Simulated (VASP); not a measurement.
A run of VASP 6.6.1:

Contents of INCAR:

```
  PREC = Accurate
  ENCUT = 520
  EDIFF = 1E-6
  ISMEAR = -1
  SIGMA = 0.1
  LREAL = F
  LASPH = T
  NELM = 60
  ALGO = Normal
  ISIF = 2
  LWAVE = F
  LCHARG = F
  GGA = PS
  NBANDS = 42
```

Contents of KPOINTS:

```
Automatic mesh
0
Gamma
  6 6 3
```

Contents of POSCAR:

```
LaAgSb2
1.0
    4.3466247374      0.0000000000      0.0000000000
    0.0000000000      4.3466247374      0.0000000000
    0.0000000000      0.0000000000     10.5254713594
La Ag Sb
2 2 4
Direct
    0.5000000000      0.0000000000      0.7421187310
    0.0000000000      0.5000000000      0.2578812690
    0.0000000000      0.0000000000      0.0000000000
    0.5000000000      0.5000000000      0.0000000000
    0.5000000000      0.0000000000      0.1722711947
    0.0000000000      0.5000000000      0.8277288053
    0.0000000000      0.0000000000      0.5000000000
    0.5000000000      0.5000000000      0.5000000000
```

Potentials or basis: VASP PAW PBE potentials, release 64 (La, Ag, Sb).

Run with:

```console
$ cat potpaw_PBE.64/La/POTCAR potpaw_PBE.64/Ag/POTCAR potpaw_PBE.64/Sb/POTCAR > POTCAR
$ mpirun -np 1 vasp_std > vasp.out
```

Hardware: 1 thread of Intel(R) Xeon(R) Platinum 8488C (Sapphire Rapids), with other jobs on the host.

How long does it take, and how much memory?

Wall time 3.1 min on 1 thread of Intel(R) Xeon(R) Platinum 8488C (Sapphire Rapids), on a shared host, peak memory 0.37 GiB. Counts: scf iterations 16, k points 20.
